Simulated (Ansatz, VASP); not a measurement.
Two plane-wave programs on Ba

Contents of INCAR:

```
SYSTEM = Ba
  ALGO = Normal
  EDIFF = 1E-7
  EDIFFG = -0.01
  ENCUT = 600
  GGA = PS
  IBRION = 2
  ISIF = 3
  ISMEAR = -1
  LASPH = .True.
  LCHARG = .False.
  LREAL = .False.
  LWAVE = .False.
  NELM = 80
  NSW = 60
  PREC = Accurate
  SIGMA = 0.05
```

KPOINTS

```
k-points
0
Gamma
  8 8 8
  0 0 0
```

POSCAR

```
Ba
1.0
   -2.5065000000      2.5065000000      2.5065000000
    2.5065000000     -2.5065000000      2.5065000000
    2.5065000000      2.5065000000     -2.5065000000
Ba
1
Direct
    0.0000000000      0.0000000000      0.0000000000
```

The input input.yaml:

```yaml
crystal:
  lattice:
    - [-2.5065, 2.5065, 2.5065]
    - [2.5065, -2.5065, 2.5065]
    - [2.5065, 2.5065, -2.5065]
  atoms:
    - { symbol: Ba, position: [0.0, 0.0, 0.0] }
hamiltonian:
  xc: pbesol
  pseudopotentials: { kind: paw }
kpoints:
  mp_grid: { grid: [8, 8, 8] }
scf:
  occupations: { method: fermi_dirac, width: 0.05 }
output:
  forces: true
  stress: true
  eigenvalues: true
relax:
  f_tol: 0.01
  max_steps: 40
  cell: { stress_tol: 0.05 }
```

Alike in both runs: task relaxation of cell and atoms; functional PBEsol; k mesh 8 × 8 × 8; occupations fermi-dirac, width 0.05 eV; no spin polarisation.

|  | VASP | Ansatz |
| --- | --- | --- |
| version | VASP 6.6.1 | Ansatz 0.2.0 |
| potentials or method | VASP PAW PBE potentials, release 64 (Ba_sv) | Ansatz PAW |
| plane-wave cutoff (eV) | 600 | 420 |
| valence electrons in the cell | 10 | 10 |

```csv
,VASP,Ansatz,Ansatz less VASP
"gap on the k mesh at the Fermi level, each at its own relaxed structure (eV)",none,none,-
relaxed volume (Å³/atom),58.54,57.93,-0.606
relaxed cell length with the largest relative difference (Å),4.237,4.222,-0.0147
```

VASP's potentials were made for PBE, not for PBEsol. A gap of «none» marks a metal or a gap that the smearing closes.

Spin-orbit coupling is off throughout. Noted on Ansatz's run: the plane-wave basis is chosen anew once the cell has moved, so the energies of steps on either side of that aren't comparable.
